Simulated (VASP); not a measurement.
Input of a VASP 6.6.1 run:

The input INCAR:

```
  ALGO = Normal
  EDIFF = 1E-7
  EDIFFG = -0.04
  ENCUT = 910
  GGA = PE
  GGA_COMPAT = F
  IBRION = 2
  ISIF = 3
  ISMEAR = 0
  LASPH = T
  LCHARG = F
  LREAL = F
  LWAVE = F
  NELM = 120
  NELMIN = 4
  NSW = 90
  PREC = Accurate
  SIGMA = 0.1
```

File KPOINTS:

```
k-points
0
Gamma
  6 6 4
```

The input POSCAR:

```
SiC4
1.0
    3.5109618536      0.0000000000      0.0000000000
    0.0000000000      3.5109618536      0.0000000000
    0.0000000000      0.0000000000      5.0595545028
Si C
1 4
Direct
    0.0000000000      0.0000000000      0.5937581261
    0.0000000000      0.2980551293      0.9638104685
    0.7019448707      0.0000000000      0.9638104685
    0.0000000000      0.7019448707      0.9638104685
    0.2980551293      0.0000000000      0.9638104685
```

Potentials or basis: VASP PAW PBE potentials, release 64 (Si, C_h).

Command:

```sh
$ cat potpaw_PBE.64/Si/POTCAR potpaw_PBE.64/C_h/POTCAR > POTCAR
$ mpirun -np 1 vasp_std > vasp.out
```

Question: Estimate the relaxed volume.

Answer: 13.16 Å³/atom.

Question: Estimate the band gap on the k mesh.

Answer: Zero (bands 10 and 11 overlap by 0.30 eV).

Question: Estimate the relaxed cell.

Answer: a = 3.540 Å, b = 3.540 Å, c = 5.250 Å, α = 90.00°, β = 90.00°, γ = 90.00°.

Question: Predict the space group after relaxing (to 0.1 Å).

Answer: P4mm (No. 99).

Step by step:
| step | energy change (eV) | largest force (eV/Å) | pressure (GPa) | volume (Å³) |
| --- | --- | --- | --- | --- |
| 1 | 0.0000 | 0.2834 | -0.17 | 62.37 |
| 2 | -0.0027 | 0.4561 | 0.89 | 62.25 |
| 3 | -0.0032 | 0.3440 | 0.57 | 62.28 |
| 4 | -0.0053 | 0.3504 | 0.68 | 62.28 |
| 5 | -0.0114 | 0.3416 | 1.02 | 62.28 |
| 6 | -0.0198 | 0.4380 | 1.79 | 62.28 |
| 7 | -0.0254 | 0.0818 | 0.98 | 62.51 |
| 8 | -0.0254 | 0.0913 | 0.95 | 62.52 |
| 9 | -0.0264 | 0.0136 | 0.67 | 62.63 |
| 10 | -0.0271 | 0.1416 | 0.11 | 62.86 |
| 11 | -0.0276 | 0.1641 | 0.07 | 62.95 |
| 12 | -0.0279 | 0.1978 | 0.02 | 63.09 |
| 13 | -0.0283 | 0.1948 | 0.01 | 63.14 |
| 14 | -0.0294 | 0.1854 | -0.02 | 63.28 |
| 15 | -0.0313 | 0.1636 | -0.08 | 63.57 |
| 16 | -0.0341 | 0.1104 | -0.18 | 64.15 |
| 17 | -0.0361 | 0.2375 | -0.34 | 65.31 |
| 18 | -0.0366 | 0.1837 | -0.27 | 65.43 |
| 19 | -0.0374 | 0.0671 | -0.06 | 65.77 |
| 20 | -0.0374 | 0.0712 | -0.04 | 65.81 |
| 21 | -0.0375 | 0.0584 | -0.03 | 65.80 |
| 22 | -0.0376 | 0.0208 | 0.00 | 65.78 |

Caveat: the cutoff is under 1.25 times the usual one of these potentials, so pressure, stress and relaxed cells hold a basis-set (Pulay) error; semilocal functionals underestimate gaps, so a narrow gap can read as zero.
